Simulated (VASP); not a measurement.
Here is a VASP 6.6.1 calculation.

Contents of INCAR:

```
PREC = Accurate
ENCUT = 520
EDIFF = 1E-6
ISMEAR = 0
SIGMA = 0.05
LREAL = F
LASPH = T
NELM = 150
ALGO = Normal
ISIF = 2
LWAVE = F
LCHARG = T
ISPIN = 2
MAGMOM = 1 1 0 0 0 0 0 0 0 0 1 1
LORBIT = 11
LDIPOL = T
IDIPOL = 3
DIPOL = 0.5 0.5 0.500
GGA = PE
LELF = T
LVHAR = T
LVACPOTAV = T
NBANDS = 40
```

KPOINTS

```
regular mesh
0
Gamma
  7 5 1
```

File POSCAR:

```
Si
1.0
    3.8677060711      0.0000000000      0.0000000000
    0.0000000000      5.4697623810      0.0000000000
    0.0000000000      0.0000000000     24.6692651777
Si
12
Direct
    0.5000000000      0.0000000000      0.3040220268
    0.0000000000      0.2500000000      0.3040220268
    0.0000000000      0.5000000000      0.3824132161
    0.5000000000      0.7500000000      0.3824132161
    0.5000000000      0.0000000000      0.4608044054
    0.0000000000      0.2500000000      0.4608044054
    0.0000000000      0.5000000000      0.5391955946
    0.5000000000      0.7500000000      0.5391955946
    0.5000000000      0.0000000000      0.6175867839
    0.0000000000      0.2500000000      0.6175867839
    0.0000000000      0.5000000000      0.6959779732
    0.5000000000      0.7500000000      0.6959779732
```

Potentials or basis: VASP PAW PBE potentials, release 64 (Si).

Run with:

```bash
$ cat potpaw_PBE.64/Si/POTCAR > POTCAR
$ mpirun -np 1 vasp_std > vasp.out
```

Problem. Predict the net moment.

Solution. 2.75 μB per cell.

Problem. Estimate the site moments.

Solution. Si +0.18, +0.04, +0.02 (each value once) μB.

Problem. What does it give for the largest force?

Solution. 0.637 eV/Å.

Forces on the atoms (eV/Å):
```
Si   0.000  0.620  0.148
Si   0.000 -0.620  0.148
Si   0.000  0.091 -0.164
Si   0.000 -0.091 -0.164
Si   0.000  0.129 -0.034
Si   0.000 -0.129 -0.034
Si   0.000  0.129  0.034
Si   0.000 -0.129  0.034
Si   0.000  0.091  0.164
Si   0.000 -0.091  0.164
Si   0.000  0.620 -0.148
Si   0.000 -0.620 -0.148
```
